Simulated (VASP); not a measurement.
Here is a VASP 6.6.1 calculation.

File INCAR:

```
ALGO     = Normal         # electronic algorithm
EDIFF    = 1E-6           # SCF threshold, eV
ENCUT    = 520            # plane-wave cutoff, eV
GGA      = PS             # functional
ISIF     = 2              # what is computed and relaxed
ISMEAR   = 0              # smearing method
IVDW     = 12             # dispersion correction
LASPH    = T              # aspherical terms in the spheres
LCHARG   = F              # write CHGCAR
LREAL    = F              # projectors in reciprocal space
LWAVE    = F              # write WAVECAR
NBANDS   = 30             # bands
NELM     = 100            # most SCF steps
PREC     = Accurate       # precision mode
SIGMA    = 0.1            # smearing width, eV
```

Contents of KPOINTS:

```
k-points
0
Gamma
  10 4 10
```

File POSCAR:

```
P
1.0
    3.3491405139      0.0000000000      0.0000000000
    0.0000000000      9.8955566793      0.0000000000
    0.0000000000      0.0000000000      3.9829978849
P
8
Direct
    0.0000000000      0.8896761001      0.9357578763
    0.5000000000      0.8896761001      0.5642421237
    0.5000000000      0.6103238999      0.0642421237
    0.0000000000      0.6103238999      0.4357578763
    0.5000000000      0.3896761001      0.9357578763
    0.0000000000      0.3896761001      0.5642421237
    0.0000000000      0.1103238999      0.0642421237
    0.5000000000      0.1103238999      0.4357578763
```

Potentials or basis: VASP PAW PBE potentials, release 64 (P).

Run with:

```console
$ cat potpaw_PBE.64/P/POTCAR > POTCAR
$ mpirun -np 1 vasp_std > vasp.out
```

Question: Estimate the dispersion energy per atom.

Answer: -0.342 eV.

Question: Estimate the pressure.

Answer: -1.4 GPa.

Question: Estimate the band gap on the k mesh.

Answer: Zero (bands 20 and 21 overlap by 0.36 eV).

Question: What does it give for the largest force?

Answer: 0.036 eV/Å.

Stress tensor (GPa, compression positive):
```
-1.98  0.00  0.00
 0.00 -0.43  0.00
 0.00  0.00 -1.75
```

Caveat: the cell differs from its parent crystal (strain along c alone, the other axes held: +4.0 %, then relaxed in part); the PAW data sets were made with another functional, which shifts forces and pressure a little.
